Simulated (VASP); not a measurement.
# GaCo (Pm-3m) in VASP: a series of runs

Runs on GaCo. Level: PBE. Tasks: single point.

Everything below comes from runs of VASP 6.6.1. Logs are shortened: lines on timing, memory, paths and dates and some standing lists are left out, and cuts for length are marked.

### 1 The cell of the first run

Symmetry: Pm-3m, No. 221, cubic system. Conventional cell: a = 2.878 Å, b = 2.878 Å, c = 2.878 Å, α = 90.00°, β = 90.00°, γ = 90.00°. Ga (site symmetry m-3m) has 8 Co at 2.49 Å and 6 Ga at 2.88 Å within 3.3 Å. Co (site symmetry m-3m) has 8 Ga at 2.49 Å and 6 Co at 2.88 Å within 3.3 Å.

### 2 Single point, PBE

The input, INCAR:

```
ALGO = Normal
EDIFF = 1E-6
ENCUT = 520
GGA = PE
ISIF = 2
ISMEAR = 0
LASPH = T
LCHARG = T
LELF = T
LREAL = F
LVHAR = T
LWAVE = F
NBANDS = 30
NELM = 100
PREC = Accurate
SIGMA = 0.05
```

The input, KPOINTS:

```
k-points
0
Gamma
  10 10 5
```

The input, POSCAR:

```
GaCo
1.0
    2.8780000000      0.0000000000      0.0000000000
    0.0000000000      2.8780000000      0.0000000000
    0.0000000000      0.0000000000      5.7560000000
Ga Co
2 2
Direct
    0.5000000000      0.5000000000      0.2500000000
    0.5000000000      0.5000000000      0.7500000000
    0.0000000000      0.0000000000      0.0000000000
    0.0000000000      0.0000000000      0.5000000000
```

Potentials or basis: VASP PAW PBE potentials, release 64 (Ga_d, Co).

Started as:

```bash
cat potpaw_PBE.64/Ga_d/POTCAR potpaw_PBE.64/Co/POTCAR > POTCAR
mpirun -np 1 vasp_std > vasp.out
```

OUTCAR:

```text
EDIFF = 1E-6
   ENCUT = 520
   GGA = PE
   ISIF = 2
   ISMEAR = 0
   LASPH = T
   LREAL = F
   NELM = 100
   PREC = Accurate

 ion  position               nearest neighbor table
   1  0.500  0.500  0.250-   3 2.49   4 2.49   3 2.49   4 2.49   3 2.49   4 2.49   3 2.49   4 2.49
                             2 2.88   2 2.88
   2  0.500  0.500  0.750-   3 2.49   4 2.49   3 2.49   4 2.49   3 2.49   4 2.49   3 2.49   4 2.49
                             1 2.88   1 2.88
   3  0.000  0.000  0.000-   1 2.49   2 2.49   1 2.49   2 2.49   1 2.49   2 2.49   1 2.49   2 2.49
                             4 2.88   4 2.88
   4  0.000  0.000  0.500-   1 2.49   2 2.49   1 2.49   2 2.49   1 2.49   2 2.49   1 2.49   2 2.49
                             3 2.88   3 2.88

  LATTYP: Found a simple tetragonal cell.
 ALAT       =     2.8780000000
 C/A-ratio  =     2.0000000000

  Lattice vectors:

 A1 = (   2.8780000000,   0.0000000000,   0.0000000000)
 A2 = (   0.0000000000,   2.8780000000,   0.0000000000)
 A3 = (   0.0000000000,   0.0000000000,   5.7560000000)

Analysis of symmetry for initial positions (statically):
=====================================================================
 Subroutine PRICEL returns following result:

  LATTYP: Found a simple cubic cell.
 ALAT       =     2.8780000000

  Lattice vectors:

 A1 = (   2.8780000000,   0.0000000000,   0.0000000000)
 A2 = (   0.0000000000,   2.8780000000,   0.0000000000)
 A3 = (   0.0000000000,   0.0000000000,   2.8780000000)

   2 primitive cells build up your supercell.

 Routine SETGRP: Setting up the symmetry group for a
 simple tetragonal supercell.

 Subroutine GETGRP returns: Found 16 space group operations
 (whereof 16 operations were pure point group operations)
 out of a pool of 16 trial point group operations.

The static configuration has the point symmetry D_4h.

Analysis of symmetry for dynamics (positions and initial velocities):
=====================================================================
 Subroutine PRICEL returns following result:

  LATTYP: Found a simple cubic cell.
 ALAT       =     2.8780000000

  Lattice vectors:

 A1 = (   2.8780000000,   0.0000000000,   0.0000000000)
 A2 = (   0.0000000000,   2.8780000000,   0.0000000000)
 A3 = (   0.0000000000,   0.0000000000,   2.8780000000)

   2 primitive cells build up your supercell.

 Routine SETGRP: Setting up the symmetry group for a
 simple tetragonal supercell.

 Subroutine GETGRP returns: Found 16 space group operations
 (whereof 16 operations were pure point group operations)
 out of a pool of 16 trial point group operations.

The dynamic configuration has the point symmetry D_4h.

 Subroutine INISYM returns: Found 16 space group operations
 (whereof 16 operations are pure point group operations),
 and found     2 'primitive' translations

----------------------------------------------------------------------------------------

                                     Primitive cell

  volume of cell :      23.8381

  direct lattice vectors                    reciprocal lattice vectors
     2.878000000  0.000000000  0.000000000     0.347463516  0.000000000  0.000000000
     0.000000000  2.878000000  0.000000000     0.000000000  0.347463516  0.000000000
     0.000000000  0.000000000  2.878000000     0.000000000  0.000000000  0.347463516

  length of vectors
     2.878000000  2.878000000  2.878000000     0.347463516  0.347463516  0.347463516

  position of ions in fractional coordinates (direct lattice)
     0.500000000  0.500000000  0.500000000
     0.000000000  0.000000000  0.000000000

  ion indices of the primitive-cell ions
   primitive index   ion index
                 1           1
                 2           3

----------------------------------------------------------------------------------------

 KPOINTS: k-points

Automatic generation of k-mesh.
 Grid dimensions read from file:
 generate k-points for:   10   10    5

 Generating k-lattice:

  Cartesian coordinates                     Fractional coordinates (reciprocal lattice)
     0.034746352  0.000000000  0.000000000     0.100000000  0.000000000  0.000000000
     0.000000000  0.034746352  0.000000000     0.000000000  0.100000000  0.000000000
     0.000000000  0.000000000  0.034746352     0.000000000  0.000000000  0.200000000

  Length of vectors
     0.034746352  0.034746352  0.034746352

  Shift w.r.t. Gamma in fractional coordinates (k-lattice)
     0.000000000  0.000000000  0.000000000

 Subroutine IBZKPT returns following result:
 ===========================================

 Found     63 irreducible k-points:

 Following reciprocal coordinates:
            Coordinates               Weight
  0.000000  0.000000  0.000000      1.000000
  0.100000  0.000000  0.000000      4.000000
  0.200000  0.000000  0.000000      4.000000
  0.300000  0.000000  0.000000      4.000000
  0.400000  0.000000  0.000000      4.000000
  0.500000  0.000000  0.000000      2.000000
[... 16 lines left out ...]
  0.100000  0.000000  0.200000      8.000000
  0.200000  0.000000  0.200000      8.000000
 [... further k-points ...]
   k-points           NKPTS =     63   k-points in BZ     NKDIM =     63   number of bands    NBANDS=     30
   number of dos      NEDOS =    301   number of ions     NIONS =      4
   total plane-waves  NPLWV =  27648
   dimension x,y,z NGX =    24 NGY =   24 NGZ =   48
   dimension x,y,z NGXF=    48 NGYF=   48 NGZF=   96
   ions per type =               2   2
   NGX,Y,Z   is equivalent  to a cutoff of  13.86, 13.86, 13.86 a.u.
   NGXF,Y,Z  is equivalent  to a cutoff of  27.73, 27.73, 27.73 a.u.
 SYSTEM =  unknown system
   PREC   = accura    normal or accurate (medium, high low for compatibility)
   ISTART =      0    job   : 0-new  1-cont  2-samecut
   ICHARG =      2    charge: 1-file 2-atom 10-const
   ISPIN  =      1    spin polarized calculation?
   LNONCOLLINEAR =      F non collinear calculations
   LSORBIT =      F    spin-orbit coupling
   LASPH  =      T    aspherical Exc in radial PAW
   ENCUT  =  520.0 eV  38.22 Ry    6.18 a.u.   5.35  5.35 10.70*2*pi/ulx,y,z
   NELM   =    100;   NELMIN=  2; NELMDL= -5     # of ELM steps
   EDIFF  = 0.1E-05   stopping-criterion for ELM
   LREAL  =      F    real-space projection
   EDIFFG = 0.1E-04   stopping-criterion for IOM
   NSW    =      0    number of steps for IOM
   IBRION =     -1    ionic relax: 0-MD 1-quasi-New 2-CG
   NFREE  =      0    steps in history (QN), initial steepest desc. (CG)
   ISIF   =      2    stress and relaxation
   ISYM   =      2    0-nonsym 1-usesym 2-fastsym
   POTIM  = 0.5000    time-step for ionic-motion
   TEBEG  =    0.0;   TEEND  =   0.0 temperature during run
   PSTRESS=    0.0 pullay stress
   NELECT =      44.0000    total number of electrons
   NUPDOWN=      -1.0000    fix difference up-down
   EMIN   =  10.00;   EMAX   =-10.00  energy-range for DOS
   EFERMI =   0.00;   METHOD = LEGACY
   ISMEAR =     0;   SIGMA  =   0.05  broadening in eV -4-tet -1-fermi 0-gaus
   EFERMI_NEDOS =   21; number of points for ismear=-14 and -15
   IALGO  =     38    algorithm
   IMIX   =      4    mixing-type and parameters
     AMIX     =   0.40;   BMIX     =  1.00
     AMIX_MAG =   1.60;   BMIX_MAG =  1.00
  volume/ion in A,a.u.               =      11.92        80.43
  Fermi-wavevector in a.u.,A,eV,Ry     =   1.593890  3.012015 34.565389  2.540484
  Thomas-Fermi vector in A             =   2.692049
   LORBIT       =      0    0 simple, 1 ext, 2 COOP (PROOUT), +10 PAW based schemes
   GGA     = PE    functional components
   LHFCALC =     F    Hartree Fock is set to
   AEXX    =    0.0000 exact exchange contribution
   IVDW    =     0    specifies the selected vdW correction
   LEPSILON=     F    determine dielectric tensor
   LRPA    =     F    only Hartree local field effects (RPA)
 non-spin polarized calculation
 Gauss-broadening in eV      SIGMA  =   0.05
  energy-cutoff  :      520.00
  volume of cell :       47.68
 maximum number of plane-waves:      1302
 NGX is ok and might be reduce to    24
   NGX = 11   NGY = 11   NGZ = 21

 number of electron      44.0000036 magnetization

 Free energy of the ion-electron system (eV)
  ---------------------------------------------------
  ext. energy  EPLUGINS =         0.00000000
  ---------------------------------------------------
  free energy    TOTEN  =       -20.95645675 eV

  energy without entropy =      -20.95391467  energy(sigma->0) =      -20.95518571

 E-fermi :   9.7996     XC(G=0): -13.1901

 val. band max:        9.7879851270   @ k =   0.4000   0.4000   0.0000
 cond. band min:       9.8482738008   @ k =   0.5000   0.1000   0.4000
 fundamental gap:      0.0602886738
 Fermi energy:         9.7996079085

 k-point     1 :       0.0000    0.0000    0.0000
  band No.  band energies     occupation
      1      -5.3862      2.00000
      2      -5.3862      2.00000
      3      -5.3314      2.00000
      4      -5.1380      2.00000
      5      -5.1380      2.00000
      6      -5.1333      2.00000
[... 22 lines left out ...]
     29      20.8350      0.00000
     30      20.8350      0.00000

 k-point     2 :       0.1000    0.0000    0.0000
  band No.  band energies     occupation
      1      -5.3810      2.00000
      2      -5.3601      2.00000
      3      -5.3146      2.00000
      4      -5.1621      2.00000
      5      -5.1394      2.00000
      6      -5.1163      2.00000
[... 22 lines left out ...]
     29      20.4941      0.00000
     30      20.8702      0.00000

 k-point     3 :       0.2000    0.0000    0.0000
  band No.  band energies     occupation
      1      -5.3673      2.00000
      2      -5.2941      2.00000
      3      -5.2816      2.00000
      4      -5.2232      2.00000
      5      -5.1431      2.00000
      6      -5.0738      2.00000
[... 682 lines left out ...]
     29      21.1936      0.00000
     30      21.3303      0.00000

 k-point    24 :       0.2000    0.0000    0.2000
  band No.  band energies     occupation
      1      -5.3495      2.00000
      2      -5.2866      2.00000
      3      -5.2799      2.00000
      4      -5.2096      2.00000
      5      -5.1329      2.00000
      6      -5.0892      2.00000
[... 22 lines left out ...]
     29      19.7663      0.00000
     30      21.3794      0.00000

 [... further k-points ...]

------------------------ aborting loop because EDIFF is reached ----------------------------------------

  FORCE on cell =-STRESS in cart. coord.  units (eV):
  Direction    XX          YY          ZZ          XY          YZ          ZX
  --------------------------------------------------------------------------------------
  -------------------------------------------------------------------------------------
  Total        0.2403815      0.2403815      0.2402434      0.0000000      0.0000000      0.0000000
  in kB        8.0781007      8.0781007      8.0734587      0.0000000      0.0000000      0.0000000
  external PRESSURE =       8.0765534 kB  Pullay stress =       0.0000000 kB

 VOLUME and BASIS-vectors are now :
 -----------------------------------------------------------------------------
  energy-cutoff  :      520.00
  volume of cell :       47.68
      direct lattice vectors                 reciprocal lattice vectors
     2.878000000  0.000000000  0.000000000     0.347463516  0.000000000  0.000000000
     0.000000000  2.878000000  0.000000000     0.000000000  0.347463516  0.000000000
     0.000000000  0.000000000  5.756000000     0.000000000  0.000000000  0.173731758

 POSITION                                       TOTAL-FORCE (eV/Angst)
 -----------------------------------------------------------------------------------
      1.43900      1.43900      1.43900         0.000000     -0.000000     -0.000000
      1.43900      1.43900      4.31700        -0.000000     -0.000000     -0.000000
      0.00000      0.00000      0.00000        -0.000000      0.000000     -0.000000
      0.00000      0.00000      2.87800        -0.000000      0.000000      0.000000
 -----------------------------------------------------------------------------------
    total drift:                                0.000000     -0.000000     -0.000000

  FREE ENERGIE OF THE ION-ELECTRON SYSTEM (eV)
  ---------------------------------------------------
  free  energy   TOTEN  =       -20.9564567534 eV

  energy  without entropy=      -20.9539146745  energy(sigma->0) =      -20.95518571
```

It took 72 s on 1 thread of Intel Xeon 8259CL, shared host; peak memory 0.22 GiB.

What came out:

| Quantity | Value |
| --- | --- |
| Free energy | -20.9565 eV |
| Pressure | 0.8 GPa |
| Band gap on the k mesh | zero (bands 22 and 23 overlap by 0.46 eV) |

Levels at points of the mesh, in eV from the Fermi level:
| k point | band 19 | band 20 | band 21 | band 22 | band 23 | band 24 | band 25 | band 26 |
| --- | --- | --- | --- | --- | --- | --- | --- | --- |
| (0.00, 0.00, 0.00) | -0.75 | -0.75 | -0.75 | -0.75 | 0.09 | 5.20 | 5.20 | 5.20 |
| (0.50, 0.00, 0.00) | -1.76 | -1.24 | -1.24 | -0.75 | -0.26 | 0.09 | 2.24 | 3.16 |
| (0.50, 0.50, 0.00) | -1.24 | -0.26 | -0.22 | -0.22 | 0.65 | 2.24 | 3.16 | 3.84 |

Caveat: the run has no spin polarisation, though such a crystal can be magnetic. Spin polarisation is off, so any magnetic state and its effect on volume and gap are missing.

### 3 Single point, PBE, collinear spin, ferromagnetic start

The input, INCAR:

```
PREC = Accurate ; ENCUT = 520
EDIFF = 1E-7 ; ISMEAR = 0
SIGMA = 0.05 ; LREAL = F
LASPH = T ; NELM = 150
ALGO = Normal ; ISIF = 2
LWAVE = F ; LCHARG = T
ISPIN = 2 ; MAGMOM = 0 0 2.5 2.5
LORBIT = 11 ; LMAXMIX = 4
GGA = PE ; LELF = T
LVHAR = T ; NBANDS = 34
```

The input, KPOINTS:

```
regular mesh
0
Gamma
  10 10 5
```

POSCAR is that of step 2.

Potentials or basis: VASP PAW PBE potentials, release 64 (Ga_d, Co).

Started as:

```bash
cat potpaw_PBE.64/Ga_d/POTCAR potpaw_PBE.64/Co/POTCAR > POTCAR
mpirun -np 1 vasp_std > vasp.out
```

It took 5.6 min on 1 thread of Intel Xeon 8259CL, shared host; peak memory 0.29 GiB.

The run converged. Its results:

```
Free energy                                           : -20.9565 eV
Pressure                                              : 0.8 GPa
Band gap on the k mesh                                : zero (filled and empty bands overlap)
Net moment                                            : 0.00 μB per cell
Valence electrons inside the program's atomic spheres : Ga 11.79; Co 8.35
```

Levels at points of the mesh, in eV from the Fermi level:
Spin up:
```csv
k point,band 19,band 20,band 21,band 22,band 23,band 24,band 25,band 26
"(0.00, 0.00, 0.00)",-0.75,-0.75,-0.75,-0.75,0.09,5.20,5.20,5.20
"(0.50, 0.00, 0.00)",-1.76,-1.24,-1.24,-0.75,-0.26,0.09,2.24,3.16
"(0.50, 0.50, 0.00)",-1.24,-0.26,-0.22,-0.22,0.65,2.24,3.16,3.84
```
Spin down:
| k point | band 18 | band 19 | band 20 | band 21 | band 22 | band 23 | band 24 | band 25 | band 26 | band 27 |
| --- | --- | --- | --- | --- | --- | --- | --- | --- | --- | --- |
| (0.00, 0.00, 0.00) | -1.76 | -0.75 | -0.75 | -0.75 | -0.75 | 0.09 | 5.20 | 5.20 | 5.20 | 10.63 |
| (0.50, 0.00, 0.00) | -1.76 | -1.76 | -1.24 | -1.24 | -0.75 | -0.26 | 0.09 | 2.24 | 3.16 | 10.63 |
| (0.50, 0.50, 0.00) | -1.24 | -1.24 | -0.26 | -0.22 | -0.22 | 0.65 | 2.24 | 3.16 | 3.84 | 3.84 |

### 4 Single point, PBE, collinear spin, antiferromagnetic start

The input, INCAR:

```
  PREC = Accurate
  ENCUT = 520
  EDIFF = 1E-7
  ISMEAR = 0
  SIGMA = 0.05
  LREAL = F
  LASPH = T
  NELM = 150
  ALGO = Normal
  ISIF = 2
  LWAVE = F
  LCHARG = F
  ISPIN = 2
  MAGMOM = 0 0 2.5 -2.5
  LORBIT = 11
  LMAXMIX = 4
  GGA = PE
  NBANDS = 34
```

The input, KPOINTS:

```
Automatic mesh
0
Gamma
  10 10 5
```

POSCAR is that of step 3.

Potentials or basis: VASP PAW PBE potentials, release 64 (Ga_d, Co).

Started as:

```bash
cat potpaw_PBE.64/Ga_d/POTCAR potpaw_PBE.64/Co/POTCAR > POTCAR
mpirun -np 1 vasp_std > vasp.out
```

OUTCAR:

```text
PREC = Accurate
   ENCUT = 520
   EDIFF = 1E-7
   ISMEAR = 0
   LREAL = F
   LASPH = T
   NELM = 150
   ISIF = 2
   ISPIN = 2
   LORBIT = 11
   GGA = PE

 ion  position               nearest neighbor table
   1  0.500  0.500  0.250-   3 2.49   4 2.49   3 2.49   4 2.49   3 2.49   4 2.49   3 2.49   4 2.49
                             2 2.88   2 2.88
   2  0.500  0.500  0.750-   3 2.49   4 2.49   3 2.49   4 2.49   3 2.49   4 2.49   3 2.49   4 2.49
                             1 2.88   1 2.88
   3  0.000  0.000  0.000-   1 2.49   2 2.49   1 2.49   2 2.49   1 2.49   2 2.49   1 2.49   2 2.49
[... 2040 lines left out ...]
      direct lattice vectors                 reciprocal lattice vectors
     2.878000000  0.000000000  0.000000000     0.347463516  0.000000000  0.000000000
     0.000000000  2.878000000  0.000000000     0.000000000  0.347463516  0.000000000
     0.000000000  0.000000000  5.756000000     0.000000000  0.000000000  0.173731758

 POSITION                                       TOTAL-FORCE (eV/Angst)
 -----------------------------------------------------------------------------------
      1.43900      1.43900      1.43900         0.000000     -0.000000     -0.000000
      1.43900      1.43900      4.31700        -0.000000     -0.000000     -0.000000
      0.00000      0.00000      0.00000        -0.000000      0.000000     -0.000000
      0.00000      0.00000      2.87800        -0.000000      0.000000      0.000000
 -----------------------------------------------------------------------------------
    total drift:                                0.000000     -0.000000     -0.000000

  FREE ENERGIE OF THE ION-ELECTRON SYSTEM (eV)
  ---------------------------------------------------
  free  energy   TOTEN  =       -20.9612946498 eV

  energy  without entropy=      -20.9585032900  energy(sigma->0) =      -20.95989897

 total charge

# of ion       s       p       d       tot
------------------------------------------
    1        0.846   0.889  10.052  11.787
    2        0.846   0.889  10.052  11.787
    3        0.389   0.455   7.506   8.351
    4        0.389   0.455   7.506   8.351
--------------------------------------------------
tot          2.472   2.687  35.117  40.276

 magnetization (x)

# of ion       s       p       d       tot
------------------------------------------
    1        0.000   0.000   0.000   0.000
    2        0.000   0.000   0.000   0.000
    3        0.001  -0.007   0.365   0.360
    4       -0.001   0.007  -0.365  -0.360
--------------------------------------------------
tot          0.000   0.000   0.000   0.000
```

It took 4 min on 1 thread of Intel Xeon 8259CL, shared host; peak memory 0.29 GiB.

Results:

```yaml
Free_energy: -20.9613 eV
Pressure: 1.3 GPa
Band_gap_on_the_k_mesh: zero (filled and empty bands overlap)
Net_moment: 0.00 μB per cell
Site_moments: Ga +0.00; Co +0.36, -0.36 μB
Valence_electrons_inside_the_program's_atomic_spheres: Ga 11.79; Co 8.35
```
